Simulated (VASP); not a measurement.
**Ta2N: single point with PBEsol**

Crystal: Ta2N.

```xyz
3
Lattice="3.0786 0.0000 0.0000 -1.5393 2.6662 -0.0533 0.0000 -0.0965 4.8233" Properties=species:S:1:pos:R:3 pbc="T T T"
Ta    1.5393    0.8167    3.5816
Ta    0.0000    1.7530    1.1883
N     0.0000    0.0000    0.0000
```

This cell differs from its parent crystal: strain -0.0400 x Voigt [0, 0, 0, 1, 0, 0].

```json
{"Program": "VASP 6.6.1", "Task": "single point", "Functional": "PBEsol", "Potentials or basis": "VASP PAW PBE potentials, release 64 (Ta_pv, N)", "Cutoff": "520 eV", "k mesh": "18 × 18 × 10", "Occupations": "gaussian, width 0.15 eV", "Spin": "no spin polarisation", "Dipole correction": "no", "Further INCAR settings": "ALGO = Normal; EDIFF = 1e-06; NBANDS = 20"}
```

```
Pressure               : 1.1 GPa
Largest force          : 0.244 eV/Å
Band gap on the k mesh : zero (an odd number of electrons rules out a gap without spin polarisation)
```

Forces on the atoms (eV/Å):
```
Ta   0.000 -0.227 -0.090
Ta   0.000  0.227  0.090
N    0.000  0.000  0.000
```

Stress tensor (GPa, compression positive):
```
-1.52  0.00  0.00
 0.00  3.46  6.97
 0.00  6.97  1.40
```

Levels at points of the mesh, in eV from the Fermi level:
```
           k point  band 9  band 10  band 11  band 12  band 13  band 14  band 15  band 16  band 17  band 18
(0.00, 0.00, 0.00)   -6.28    -6.17    -4.90    -0.75    -0.26    -0.25     0.29     0.33     0.34     1.17
(0.50, 0.00, 0.00)   -6.73    -6.56    -4.68    -2.64    -1.20     1.92     2.16     3.87     3.99     4.48
(0.00, 0.50, 0.00)   -6.55    -6.42    -4.73    -2.54    -1.55     1.58     1.92     3.89     4.12     4.41
(0.00, 0.00, 0.50)   -6.49    -6.33    -2.89    -2.64    -1.18    -1.14     1.79     1.92     2.14     2.58
(0.50, 0.00, 0.50)   -6.87    -6.28    -3.36    -2.21    -2.05    -0.08     0.75     3.39     3.71     4.23
(0.00, 0.50, 0.50)   -6.74    -6.16    -3.48    -2.15    -1.93    -0.41     0.89     3.51     3.61     4.08
```

Run time: 6.4 min on 1 thread of Intel(R) Xeon(R) Platinum 8259CL CPU @ 2.50GHz (Skylake/Cascade Lake) (shared host), peak memory 0.66 GiB.

Caveat: the cell differs from its parent crystal (strain -0.0400 x Voigt [0, 0, 0, 1, 0, 0]); the PAW data sets were made with another functional, which shifts forces and pressure a little; spin-orbit coupling is left out, which moves the levels of the heavy elements.
